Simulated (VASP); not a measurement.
BP:

```
P B
1.0
     0.00000    2.23833    2.23833
     2.23833    0.00000    2.23833
     2.23833    2.23833    0.00000
P B
1 1
Direct
  0.75000 0.75000 0.75000
  0.00000 0.00000 0.00000
```

Program: VASP 6.6.1. Alike in all runs: task single point; potentials or basis VASP PAW PBE potentials, release 64 (P, B); no spin polarisation; cell as given; smearing fermi-dirac 0.05 eV.

Problem. Order these runs on this cell by their pressure, lowest first.
A. level BLYP+D4; k mesh 10 × 10 × 10; cutoff (eV) 520
B. level RPBE; k mesh 10 × 10 × 10; cutoff (eV) 520
C. level PBE0; k mesh 5 × 5 × 5; cutoff (eV) 520; grid for exact exchange (PRECFOCK) Normal; share of exact exchange 0.25
D. level b88 exchange, pbe correlation; k mesh 10 × 10 × 10; cutoff (eV) 500
E. level revPBE+D3(BJ); k mesh 10 × 10 × 10; cutoff (eV) 520

Solution. E (0.5 GPa), A (2.6 GPa), C (5.4 GPa), D (8.5 GPa), B (10.9 GPa).

Caveats: some runs use coarse meshes; the PAW data sets were made with another functional, which shifts forces and pressure a little; the cell stands under pressure (at least some runs).
